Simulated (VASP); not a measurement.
CdSe, 2 atoms in the cell. Symmetry: Fm-3m, No. 225, cubic system. The conventional cell has a = 5.748 Å, b = 5.748 Å, c = 5.748 Å, α = 90.00°, β = 90.00°, γ = 90.00°. Within 3.8 Å of Cd (site symmetry m-3m) lie 6 Se at 2.87 Å. Se (site symmetry m-3m) has 6 Cd at 2.87 Å within 3.8 Å. 

| Property | Result |
| --- | --- |
| Program | VASP 6.6.1 |
| Task | single point |
| Functional | LDA |
| Potentials or basis | VASP PAW LDA potentials, release 64 (Cd, Se) |
| Cutoff | 520 eV |
| k mesh | 8 × 8 × 8 |
| Occupations | gaussian, width 0.1 eV |
| Spin | no spin polarisation |
| Dipole correction | no |
| Further INCAR settings | ALGO = Normal; EDIFF = 1e-06; NBANDS = 16 |

Potentials or basis: VASP PAW LDA potentials, release 64 (Cd, Se).

Command:

```console
$ cat potpaw_LDA.64/Cd/POTCAR potpaw_LDA.64/Se/POTCAR > POTCAR
$ mpirun -np 1 vasp_std > vasp.out
```

Hardware: 1 thread of AMD EPYC 9R45 96-Core Processor (Zen 5), on a shared host.

Q: Estimate the wall time of this run.

A: Run time: 13 s on 1 thread of AMD EPYC 9R45 96-Core Processor (Zen 5), on a shared host, peak memory 0.13 GiB. Counts: scf iterations 12, k points 29.
